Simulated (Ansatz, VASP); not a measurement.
# Ti in VASP and in Ansatz

Contents of INCAR:

```
PREC     = Accurate       # precision mode
ENCUT    = 500            # plane-wave cutoff, eV
EDIFF    = 1E-6           # SCF threshold, eV
ISMEAR   = 0              # smearing method
SIGMA    = 0.15           # smearing width, eV
LREAL    = F              # projectors in reciprocal space
LASPH    = T              # aspherical terms in the spheres
NELM     = 120            # most SCF steps
ALGO     = Normal         # electronic algorithm
ISIF     = 2              # what is computed and relaxed
LWAVE    = F              # write WAVECAR
LCHARG   = F              # write CHGCAR
GGA      = PE             # functional
NBANDS   = 25             # bands
GGA_COMPAT= F
```

File KPOINTS:

```
Automatic mesh
0
Gamma
  12 12 14
```

Contents of POSCAR:

```
Ti
1.0
    4.5026278307      0.0000000000      0.0000000000
   -2.2513139154      3.8993900852      0.0000000000
    0.0000000000      0.0000000000      2.7844711468
Ti
3
Direct
   -0.0284949435     -0.0569898869      0.0000000000
    0.3475808051      0.6951616101      0.5000000000
    0.6809141384      0.3618282768      0.5000000000
```

Input for Ansatz:

```yaml
crystal:
  lattice:
    - [4.5026278307, 0.0, 0.0]
    - [-2.2513139154, 3.8993900852, 0.0]
    - [0.0, 0.0, 2.7844711468]
  atoms:
    - { symbol: Ti, position: [-0.0284949435, -0.0569898869, 0.0] }
    - { symbol: Ti, position: [0.3475808051, 0.6951616101, 0.5] }
    - { symbol: Ti, position: [0.6809141384, 0.3618282768, 0.5] }
basis:
  ecutwfc: 520.0
kpoints:
  mp_grid: { grid: [12, 12, 14] }
hamiltonian:
  xc: pbe
  pseudopotentials: { kind: paw, azcp: { folder: soft_1 } }
scf:
  occupations: { method: gaussian, width: 0.15 }
output:
  forces: true
  stress: true
  eigenvalues: true
  write_density: true
  write_potential: true
  elf: true
  volumetric_format: npy
```

Change from the starting cell: mode 6 frozen in at -0.226 Å, equal normal strain along x, y and z -0.0167.

Alike in both runs: task single point; functional PBE; k mesh 12 × 12 × 14; occupations gaussian, width 0.15 eV; no spin polarisation.

```csv
,VASP,Ansatz
version,VASP 6.6.1,Ansatz 0.2.0
potentials or method,"VASP PAW PBE potentials, release 64 (Ti_sv), cutoff 500 eV","scalar-relativistic, plane waves, PAW"
valence electrons in the cell,36,36
```

VASP gave:

```
gap on the k mesh at the Fermi level (eV)                     : none
pressure (GPa)                                                : 9.1
traceless stress, the component that is largest in VASP (GPa) : 2.20
rms of the force components (eV/Å)                            : 0.834
```

Problem. Which values does Ansatz return?

Solution. gap on the k mesh at the Fermi level (eV): none; pressure (GPa): 9.4; traceless stress, the component that is largest in VASP (GPa): 2.19; rms of the force components (eV/Å): 0.839.

Atom by atom the forces differ by 0.006 eV/Å (rms over components). A gap of «none» marks a metal or a gap that the smearing closes. With one functional, cell and mesh, what is left measures potentials, basis and numerics.
